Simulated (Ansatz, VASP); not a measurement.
**One calculation of AlAu2, two programs**

File INCAR:

```
SYSTEM = AlAu2
PREC = Accurate
ENCUT = 520
EDIFF = 1E-6
ISMEAR = 0
SIGMA = 0.15
LREAL = .False.
LASPH = .True.
NELM = 80
ALGO = Fast
ISIF = 2
LWAVE = .False.
LCHARG = .False.
GGA = CA
NBANDS = 20
```

Contents of KPOINTS:

```
regular mesh
0
Gamma
  16 16 16
  0 0 0
```

Contents of POSCAR:

```
AlAu2
1.0
   -1.6239524285      1.6239524285      4.4812967265
    1.6239524285     -1.6239524285      4.4812967265
    1.6239524285      1.6239524285     -4.4812967265
Al Au
1 2
Direct
    0.0000000000      0.0000000000      0.0000000000
    0.6685935503      0.6685935503      0.0000000000
    0.3314064497      0.3314064497      0.0000000000
```

Input for Ansatz:

```yaml
crystal:
  lattice:
    - [-1.6239524285, 1.6239524285, 4.4812967265]
    - [1.6239524285, -1.6239524285, 4.4812967265]
    - [1.6239524285, 1.6239524285, -4.4812967265]
  atoms:
    - { symbol: Al, position: [0.0, 0.0, 0.0] }
    - { symbol: Au, position: [0.6685935503, 0.6685935503, 0.0] }
    - { symbol: Au, position: [0.3314064497, 0.3314064497, 0.0] }
basis:
  ecutwfc: 420
kpoints:
  mp_grid: { grid: [16, 16, 16] }
hamiltonian:
  xc: lda
scf:
  occupations: { method: gaussian, width: 0.15 }
output:
  forces: true
  stress: true
  eigenvalues: true
```

Alike in both runs: task single point; functional LDA; k mesh 16 × 16 × 16; occupations gaussian, width 0.15 eV; no spin polarisation.

|  | VASP | Ansatz |
| --- | --- | --- |
| version | VASP 6.6.1 | Ansatz 0.2.0 |
| potentials or method | VASP PAW LDA potentials, release 64 (Al, Au), cutoff 520 eV | scalar-relativistic, plane waves, PAW |
| valence electrons in the cell | 25 | 41 |

|  | VASP | Ansatz | Ansatz less VASP |
| --- | --- | --- | --- |
| gap on the k mesh at the Fermi level (eV) | none | none | - |
| pressure (GPa) | 2.3 | 2.0 | -0.35 |
| traceless stress, the component that is largest in VASP (GPa) | -6.81 | -6.89 | -0.079 |
| rms of the force components (eV/Å) | 0.829 | 0.827 | -0.0017 |

LDA's correlation is that of Perdew and Zunger in VASP and of Perdew and Wang (1992) in Ansatz. Atom by atom the forces differ by 0.002 eV/Å (rms over components). A gap of «none» marks a metal or a gap that the smearing closes. VASP's potentials hold 25 valence electrons a cell and Ansatz's 41, so a difference there can come from the potentials and not from the codes.

Spin-orbit coupling is off throughout.
